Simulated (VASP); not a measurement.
# AgI (F-43m) in VASP: notebook

Runs on AgI. Level: LDA. Tasks: density of states, electric field gradients.

Program: VASP 6.6.1. These are calculated values, not measurements. Logs are shortened: lines on timing, memory, paths and dates and some standing lists are left out, and cuts for length are marked.

**1. The cell of the first run**

Symmetry: F-43m, No. 216, cubic system. Conventional cell: a = 6.348 Å, b = 6.348 Å, c = 6.348 Å, α = 90.00°, β = 90.00°, γ = 90.00°. Within 3.6 Å of Ag (site symmetry -43m) lie 4 I at 2.75 Å. Within 3.6 Å of I (site symmetry -43m) lie 4 Ag at 2.75 Å.

**2. Density of states, LDA**

File POSCAR:

```
AgI
1.0
    0.0000000000      3.1740116387      3.1740116387
    3.1740116387      0.0000000000      3.1740116387
    3.1740116387      3.1740116387      0.0000000000
Ag I
1 1
Direct
    0.0000000000      0.0000000000      0.0000000000
    0.2500000000      0.2500000000      0.2500000000
```

File INCAR.step1:

```
SYSTEM = AgI
PREC = Accurate
ENCUT = 400
EDIFF = 1E-6
ISMEAR = -1
SIGMA = 0.02
LREAL = .False.
LASPH = .True.
NELM = 120
ALGO = Normal
ISIF = 2
LWAVE = .False.
LCHARG = .True.
LMAXMIX = 4
GGA = CA
NBANDS = 16
GGA_COMPAT = .False.
NEDOS = 2001
LORBIT = 11
```

File KPOINTS.step1:

```
Automatic mesh
0
Gamma
  8 8 8
  0 0 0
```

File INCAR.step2:

```
SYSTEM = AgI
PREC = Accurate
ENCUT = 400
EDIFF = 1E-6
ISMEAR = -5
SIGMA = 0.02
LREAL = .False.
LASPH = .True.
NELM = 120
ALGO = Normal
ISIF = 2
LWAVE = .False.
LCHARG = .False.
LMAXMIX = 4
GGA = CA
LORBIT = 11
NBANDS = 16
NEDOS = 1001
ICHARG = 11
GGA_COMPAT = .False.
```

File KPOINTS.step2:

```
Automatic mesh
0
Gamma
  12 12 12
  0 0 0
```

Potentials or basis: VASP PAW LDA potentials, release 64 (Ag, I).

Launch:

```sh
> cat potpaw_LDA.64/Ag/POTCAR potpaw_LDA.64/I/POTCAR > POTCAR
> cp INCAR.step1 INCAR
> cp KPOINTS.step1 KPOINTS
> mpirun -np 1 vasp_std > vasp.out
> cp INCAR.step2 INCAR
> cp KPOINTS.step2 KPOINTS
> mpirun -np 1 vasp_std > vasp.out
```

OUTCAR:

```text
SYSTEM = AgI
   PREC = Accurate
   ENCUT = 400
   EDIFF = 1E-6
   ISMEAR = -5
   LREAL = .False.
   LASPH = .True.
   NELM = 120
   ISIF = 2
   GGA = CA
   LORBIT = 11
   ICHARG = 11

 ion  position               nearest neighbor table
   1  0.000  0.000  0.000-   2 2.75   2 2.75   2 2.75   2 2.75
   2  0.250  0.250  0.250-   1 2.75   1 2.75   1 2.75   1 2.75

  LATTYP: Found a face centered cubic cell.
 ALAT       =     6.3480232774

  Lattice vectors:

 A1 = (   0.0000000000,   3.1740116387,   3.1740116387)
 A2 = (   3.1740116387,   0.0000000000,   3.1740116387)
 A3 = (   3.1740116387,   3.1740116387,   0.0000000000)

Analysis of symmetry for initial positions (statically):
=====================================================================
 Subroutine PRICEL returns:
 Original cell was already a primitive cell.

 Routine SETGRP: Setting up the symmetry group for a
 face centered cubic supercell.

 Subroutine GETGRP returns: Found 24 space group operations
 (whereof 24 operations were pure point group operations)
 out of a pool of 48 trial point group operations.

The static configuration has the point symmetry T_d .

Analysis of symmetry for dynamics (positions and initial velocities):
=====================================================================
 Subroutine PRICEL returns:
 Original cell was already a primitive cell.

 Routine SETGRP: Setting up the symmetry group for a
 face centered cubic supercell.

 Subroutine GETGRP returns: Found 24 space group operations
 (whereof 24 operations were pure point group operations)
 out of a pool of 48 trial point group operations.

The dynamic configuration has the point symmetry T_d .

 Subroutine INISYM returns: Found 24 space group operations
 (whereof 24 operations are pure point group operations),
 and found     1 'primitive' translations

----------------------------------------------------------------------------------------

                                     Primitive cell

  volume of cell :      63.9522

  direct lattice vectors                    reciprocal lattice vectors
     0.000000000  3.174011639  3.174011639    -0.157529353  0.157529353  0.157529353
     3.174011639  0.000000000  3.174011639     0.157529353 -0.157529353  0.157529353
     3.174011639  3.174011639  0.000000000     0.157529353  0.157529353 -0.157529353

  length of vectors
     4.488730307  4.488730307  4.488730307     0.272848843  0.272848843  0.272848843

  position of ions in fractional coordinates (direct lattice)
     0.000000000  0.000000000  0.000000000
     0.250000000  0.250000000  0.250000000

  ion indices of the primitive-cell ions
   primitive index   ion index
                 1           1
                 2           2

----------------------------------------------------------------------------------------

 KPOINTS: Automatic mesh

Automatic generation of k-mesh.
 Grid dimensions read from file:
 generate k-points for:   12   12   12

 Generating k-lattice:

  Cartesian coordinates                     Fractional coordinates (reciprocal lattice)
    -0.013127446  0.013127446  0.013127446     0.083333333  0.000000000  0.000000000
     0.013127446 -0.013127446  0.013127446     0.000000000  0.083333333  0.000000000
     0.013127446  0.013127446 -0.013127446     0.000000000  0.000000000  0.083333333

  Length of vectors
     0.022737404  0.022737404  0.022737404

  Shift w.r.t. Gamma in fractional coordinates (k-lattice)
     0.000000000  0.000000000  0.000000000

 TETIRR: Found    247 inequivalent tetrahedra from    10368

 Subroutine IBZKPT returns following result:
 ===========================================

 Found     72 irreducible k-points:

 Following reciprocal coordinates:
            Coordinates               Weight
  0.000000  0.000000  0.000000      1.000000
  0.083333  0.000000  0.000000      8.000000
  0.166667  0.000000  0.000000      8.000000
  0.250000  0.000000  0.000000      8.000000
  0.333333  0.000000  0.000000      8.000000
  0.416667  0.000000  0.000000      8.000000
[... 16 lines left out ...]
  0.500000  0.166667  0.000000     24.000000
 -0.416667  0.166667  0.000000     24.000000
 [... further k-points ...]
   k-points           NKPTS =     72   k-points in BZ     NKDIM =     72   number of bands    NBANDS=     16
   number of dos      NEDOS =   1001   number of ions     NIONS =      2
   total plane-waves  NPLWV =  27000
   dimension x,y,z NGX =    30 NGY =   30 NGZ =   30
   dimension x,y,z NGXF=    60 NGYF=   60 NGZF=   60
   ions per type =               1   1
   NGX,Y,Z   is equivalent  to a cutoff of  11.11, 11.11, 11.11 a.u.
   NGXF,Y,Z  is equivalent  to a cutoff of  22.22, 22.22, 22.22 a.u.
 SYSTEM =  AgI
   PREC   = accura    normal or accurate (medium, high low for compatibility)
   ISTART =      0    job   : 0-new  1-cont  2-samecut
   ICHARG =     11    charge: 1-file 2-atom 10-const
   ISPIN  =      1    spin polarized calculation?
   LNONCOLLINEAR =      F non collinear calculations
   LSORBIT =      F    spin-orbit coupling
   LASPH  =      T    aspherical Exc in radial PAW
   ENCUT  =  400.0 eV  29.40 Ry    5.42 a.u.   7.32  7.32  7.32*2*pi/ulx,y,z
   NELM   =    120;   NELMIN=  2; NELMDL=  0     # of ELM steps
   EDIFF  = 0.1E-05   stopping-criterion for ELM
   LREAL  =      F    real-space projection
   EDIFFG = 0.1E-04   stopping-criterion for IOM
   NSW    =      0    number of steps for IOM
   IBRION =     -1    ionic relax: 0-MD 1-quasi-New 2-CG
   NFREE  =      0    steps in history (QN), initial steepest desc. (CG)
   ISIF   =      2    stress and relaxation
   ISYM   =      2    0-nonsym 1-usesym 2-fastsym
   POTIM  = 0.5000    time-step for ionic-motion
   TEBEG  =    0.0;   TEEND  =   0.0 temperature during run
   PSTRESS=    0.0 pullay stress
   NELECT =      18.0000    total number of electrons
   NUPDOWN=      -1.0000    fix difference up-down
   EMIN   =  10.00;   EMAX   =-10.00  energy-range for DOS
   EFERMI =   0.00;   METHOD = LEGACY
   ISMEAR =    -5;   SIGMA  =   0.02  broadening in eV -4-tet -1-fermi 0-gaus
   EFERMI_NEDOS =   21; number of points for ismear=-14 and -15
   IALGO  =     38    algorithm
   IMIX   =      4    mixing-type and parameters
     AMIX     =   0.40;   BMIX     =  1.00
     AMIX_MAG =   1.60;   BMIX_MAG =  1.00
  volume/ion in A,a.u.               =      31.98       215.79
  Fermi-wavevector in a.u.,A,eV,Ry     =   1.072870  2.027431 15.660990  1.151050
  Thomas-Fermi vector in A             =   2.208653
   LORBIT       =     11    0 simple, 1 ext, 2 COOP (PROOUT), +10 PAW based schemes
   GGA     = CA    functional components
   LHFCALC =     F    Hartree Fock is set to
   AEXX    =    0.0000 exact exchange contribution
   IVDW    =     0    specifies the selected vdW correction
   LEPSILON=     F    determine dielectric tensor
   LRPA    =     F    only Hartree local field effects (RPA)
 non-spin polarized calculation
 Fermi weights with tetrahedron method with Bloechl corrections
  energy-cutoff  :      400.00
  volume of cell :       63.95
 maximum number of plane-waves:      1211
 NGX is ok and might be reduce to    30

 number of electron      18.0000007 magnetization

 Free energy of the ion-electron system (eV)
  ---------------------------------------------------
  ext. energy  EPLUGINS =         0.00000000
  ---------------------------------------------------
  free energy    TOTEN  =        -6.12315326 eV

  energy without entropy =       -6.12315326  energy(sigma->0) =       -6.12315326

 E-fermi :   3.7343     XC(G=0):  -9.1612

 val. band max:        3.7142410855   @ k =   0.0000   0.0000   0.0000
 cond. band min:       4.8065351530   @ k =   0.0000   0.0000   0.0000
 fundamental gap:      1.0922940675
 Fermi energy:         3.7342673822

 k-point     1 :       0.0000    0.0000    0.0000
  band No.  band energies     occupation
      1      -9.5456      2.00000
      2      -0.9803      2.00000
      3      -0.9803      2.00000
      4      -0.9803      2.00000
      5       0.2701      2.00000
      6       0.2701      2.00000
[... 8 lines left out ...]
     15      13.8379      0.00000
     16      13.8379      0.00000

 k-point     2 :       0.0833    0.0000    0.0000
  band No.  band energies     occupation
      1      -9.5232      2.00000
      2      -0.9959      2.00000
      3      -0.9665      2.00000
      4      -0.9665      2.00000
      5       0.2675      2.00000
      6       0.2675      2.00000
[... 8 lines left out ...]
     15      13.3646      0.00000
     16      13.3646      0.00000

 k-point     3 :       0.1667    0.0000    0.0000
  band No.  band energies     occupation
      1      -9.4612      2.00000
      2      -1.0307      2.00000
      3      -0.9292      2.00000
      4      -0.9292      2.00000
      5       0.2633      2.00000
      6       0.2633      2.00000
[... 8 lines left out ...]
     15      12.9308      0.00000
     16      13.1259      0.00000

 k-point     4 :       0.2500    0.0000    0.0000
  band No.  band energies     occupation
      1      -9.3739      2.00000
      2      -1.0555      2.00000
      3      -0.8801      2.00000
      4      -0.8801      2.00000
      5       0.2649      2.00000
      6       0.2649      2.00000
[... 8 lines left out ...]
     15      12.8824      0.00000
     16      12.8824      0.00000
[... 324 lines left out ...]
 k-point    22 :       0.4167    0.1667    0.0000
  band No.  band energies     occupation
      1      -9.2103      2.00000
      2      -1.0746      2.00000
      3      -0.7484      2.00000
      4      -0.7307      2.00000
      5       0.2520      2.00000
      6       0.3203      2.00000
[... 8 lines left out ...]
     15      14.2730      0.00000
     16      14.5639      0.00000

 k-point    23 :       0.5000    0.1667    0.0000
  band No.  band energies     occupation
      1      -9.1619      2.00000
      2      -0.9753      2.00000
      3      -0.7295      2.00000
      4      -0.7150      2.00000
      5       0.2834      2.00000
      6       0.3114      2.00000
[... 8 lines left out ...]
     15      14.3988      0.00000
     16      14.6950      0.00000

 k-point    24 :      -0.4167    0.1667    0.0000
  band No.  band energies     occupation
      1      -9.1556      2.00000
      2      -0.8958      2.00000
      3      -0.7687      2.00000
      4      -0.7264      2.00000
      5       0.2645      2.00000
      6       0.2843      2.00000
[... 8 lines left out ...]
     15      13.8268      0.00000
     16      14.3246      0.00000

 [... further k-points ...]

------------------------ aborting loop because EDIFF is reached ----------------------------------------

  FORCE on cell =-STRESS in cart. coord.  units (eV):
  Direction    XX          YY          ZZ          XY          YZ          ZX
  --------------------------------------------------------------------------------------
  -------------------------------------------------------------------------------------
  Total       -0.0490328     -0.0490328     -0.0490328      0.0000000      0.0000000     -0.0000000
  in kB       -1.2284059     -1.2284059     -1.2284059      0.0000000      0.0000000     -0.0000000
  external PRESSURE =      -1.2284059 kB  Pullay stress =       0.0000000 kB

 VOLUME and BASIS-vectors are now :
 -----------------------------------------------------------------------------
  energy-cutoff  :      400.00
  volume of cell :       63.95
      direct lattice vectors                 reciprocal lattice vectors
     0.000000000  3.174011639  3.174011639    -0.157529353  0.157529353  0.157529353
     3.174011639  0.000000000  3.174011639     0.157529353 -0.157529353  0.157529353
     3.174011639  3.174011639  0.000000000     0.157529353  0.157529353 -0.157529353

 POSITION                                       TOTAL-FORCE (eV/Angst)
 -----------------------------------------------------------------------------------
      0.00000      0.00000      0.00000        -0.000000     -0.000000     -0.000000
      1.58701      1.58701      1.58701         0.000000      0.000000      0.000000
 -----------------------------------------------------------------------------------
    total drift:                                0.000000      0.000000      0.000000

  FREE ENERGIE OF THE ION-ELECTRON SYSTEM (eV)
  ---------------------------------------------------
  free  energy   TOTEN  =        -6.1231532629 eV

  energy  without entropy=       -6.1231532629  energy(sigma->0) =       -6.12315326

 total charge

# of ion       s       p       d       tot
------------------------------------------
    1        0.340   0.270   9.275   9.886
    2        1.502   2.756   0.044   4.302
--------------------------------------------------
tot          1.842   3.027   9.319  14.188
```

Run time: 76 s. Hardware: 1 thread of AMD EPYC 7R13, shared host; peak memory 0.15 GiB.

Results:

```yaml
Valence_electrons_inside_the_program's_atomic_spheres: Ag 9.89; I 4.30
```

Levels at points of the mesh, in eV from the valence-band top:
| k point | band 7 | band 8 | band 9 | band 10 | band 11 | band 12 |
| --- | --- | --- | --- | --- | --- | --- |
| (0.00, 0.00, 0.00) | 0.00 | 0.00 | 0.00 | 1.09 | 5.51 | 5.51 |
| (0.50, 0.00, 0.00) | -3.27 | -0.84 | -0.84 | 2.53 | 6.03 | 6.03 |
| (0.50, 0.50, 0.00) | -2.93 | -2.05 | -2.05 | 3.23 | 3.67 | 8.51 |

Caveat: spin-orbit coupling is left out, which moves the levels of the heavy elements.

**3. Electric field gradients, LDA**

File INCAR:

```
PREC = Accurate
ENCUT = 400
EDIFF = 1E-8
ISMEAR = -1
SIGMA = 0.02
LREAL = False
LASPH = True
NELM = 120
ALGO = Normal
ISIF = 2
LWAVE = False
LCHARG = False
LEFG = True
NBANDS = 16
GGA_COMPAT = False
```

File KPOINTS:

```
Automatic mesh
0
Gamma
  8 8 8
```

File POSCAR:

```
AgI
1.0
    0.0000000000      3.1740116422      3.1740116422
    3.1740116422      0.0000000000      3.1740116422
    3.1740116422      3.1740116422      0.0000000000
Ag I
1 1
Direct
    0.0000000000      0.0000000000      0.0000000000
    0.2500000000      0.2500000000      0.2500000000
```

Potentials or basis: VASP PAW LDA potentials, release 64 (Ag, I).

Launch:

```sh
> cat potpaw_LDA.64/Ag/POTCAR potpaw_LDA.64/I/POTCAR > POTCAR
> mpirun -np 1 vasp_std > vasp.out
```

OUTCAR:

```text
PREC = Accurate
   ENCUT = 400
   EDIFF = 1E-8
   ISMEAR = -1
   LREAL = False
   LASPH = True
   NELM = 120
   ISIF = 2

 ion  position               nearest neighbor table
   1  0.000  0.000  0.000-   2 2.75   2 2.75   2 2.75   2 2.75
   2  0.250  0.250  0.250-   1 2.75   1 2.75   1 2.75   1 2.75

  LATTYP: Found a face centered cubic cell.
 ALAT       =     6.3480232844

  Lattice vectors:

 A1 = (   0.0000000000,   3.1740116422,   3.1740116422)
 A2 = (   3.1740116422,   0.0000000000,   3.1740116422)
 A3 = (   3.1740116422,   3.1740116422,   0.0000000000)

Analysis of symmetry for initial positions (statically):
[... 669 lines left out ...]

 Electric field gradients (V/A^2)
---------------------------------------------------------------------
 ion       V_xx      V_yy      V_zz      V_xy      V_xz      V_yz
---------------------------------------------------------------------
   1      -0.000    -0.000    -0.000     0.001     0.001     0.001
   2      -0.000    -0.000     0.000     0.000     0.000     0.000
---------------------------------------------------------------------

 Electric field gradients after diagonalization (V/A^2)
 (convention: |V_zz| > |V_xx| > |V_yy|)
----------------------------------------------------------------------
 ion       V_xx      V_yy      V_zz     asymmetry (V_yy - V_xx)/ V_zz
----------------------------------------------------------------------
   1      -0.001    -0.001     0.001       0.000
   2      -0.000    -0.000     0.001       0.000
----------------------------------------------------------------------

           NMR quadrupolar parameters

 Cq : quadrupolar parameter    Cq=e*Q*V_zz/h
 eta: asymmetry parameters     (V_yy - V_xx)/ V_zz
 Q  : nuclear electric quadrupole moment in mb (millibarn)
----------------------------------------------------------------------
 ion       Cq(MHz)       eta       Q (mb)
----------------------------------------------------------------------
   1       0.000       0.000       1.000
   2       0.000       0.000       1.000
----------------------------------------------------------------------
```

OSZICAR:

```text
N       E                     dE             d eps       ncg     rms          rms(c)
DAV:   1     0.746342362719E+02    0.74634E+02   -0.66724E+03   976   0.762E+02
DAV:   2    -0.368845980289E+01   -0.78323E+02   -0.73831E+02  1144   0.174E+02
DAV:   3    -0.620541727060E+01   -0.25170E+01   -0.25128E+01  1144   0.326E+01
DAV:   4    -0.624657982991E+01   -0.41163E-01   -0.41161E-01  1480   0.393E+00
DAV:   5    -0.624666330431E+01   -0.83474E-04   -0.83474E-04  1168   0.168E-01    0.633E+00
DAV:   6    -0.613196412268E+01    0.11470E+00   -0.33962E-01  1088   0.788E+00    0.462E+00
DAV:   7    -0.612536165394E+01    0.66025E-02   -0.33106E-02  1048   0.116E+00    0.197E+00
DAV:   8    -0.612294935995E+01    0.24123E-02   -0.14878E-03  1272   0.282E-01    0.174E-01
DAV:   9    -0.612291058847E+01    0.38771E-04   -0.16673E-04  1192   0.162E-01    0.410E-02
DAV:  10    -0.612291641731E+01   -0.58288E-05   -0.85024E-06  1200   0.242E-02    0.165E-02
DAV:  11    -0.612291835247E+01   -0.19352E-05   -0.13412E-06  1096   0.731E-03    0.242E-03
DAV:  12    -0.612291831684E+01    0.35632E-07   -0.32280E-07  1096   0.517E-03    0.642E-04
DAV:  13    -0.612291832060E+01   -0.37596E-08   -0.40247E-08  1200   0.191E-03
   1 F= -.61229183E+01 E0= -.61229183E+01  d E =-.874476E-12
```

Run time: 18 s. Hardware: 1 thread of AMD EPYC 7R43 (Zen 3), shared host; peak memory 0.12 GiB.

What came out:

* Free energy: -6.1229 eV
* Pressure: -0.1 GPa
* Band gap on the k mesh: 1.09 eV, direct

Levels at points of the mesh, in eV from the valence-band top:
```
           k point  band 6  band 7  band 8  band 9  band 10  band 11  band 12  band 13
(0.00, 0.00, 0.00)   -3.44    0.00    0.00    0.00     1.09     5.51     5.51     5.51
(0.50, 0.00, 0.00)   -3.41   -3.27   -0.84   -0.84     2.53     6.03     6.03     7.07
(0.50, 0.50, 0.00)   -3.31   -2.93   -2.05   -2.05     3.23     3.67     8.51     9.72
```

Caveat: without QUAD_EFG the Cq values of the log hold for a quadrupole moment of 1 mb, not for the nuclei; spin-orbit coupling is left out, which moves the levels of the heavy elements.
